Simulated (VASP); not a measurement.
A run of VASP 6.6.1 is set up as follows.

Contents of INCAR:

```
PREC = Accurate
ENCUT = 520
EDIFF = 1E-6
ISMEAR = -1
SIGMA = 0.1
LREAL = False
LASPH = True
NELM = 60
ALGO = Normal
ISIF = 2
LWAVE = False
LCHARG = False
GGA = PE
NBANDS = 45
```

KPOINTS

```
Automatic mesh
0
Gamma
  14 7 1
```

POSCAR

```
Zn
1.0
    2.6358129023      0.0000000000      0.0000000000
    0.0000000000      5.0929172529      0.0000000000
    0.0000000000      0.0000000000     21.3263000000
Zn
6
Direct
    0.7500000000      0.7500000000      0.3861879559
    0.2500000000      0.2500000000      0.3858825422
    0.2500000000      0.7500000000      0.5001522250
    0.7500000000      0.2500000000      0.4998477720
    0.7500000000      0.7500000000      0.6141174587
    0.2500000000      0.2500000000      0.6138120462
```

Potentials or basis: VASP PAW PBE potentials, release 64 (Zn).

The run is started by

```console
$ cat potpaw_PBE.64/Zn/POTCAR > POTCAR
$ mpirun -np 1 vasp_std > vasp.out
```

(1) What does it give for the band gap on the k mesh?

(2) Estimate the largest force.

Answers

(1) zero (bands 36 and 37 overlap by 2.33 eV).

(2) 0.014 eV/Å.
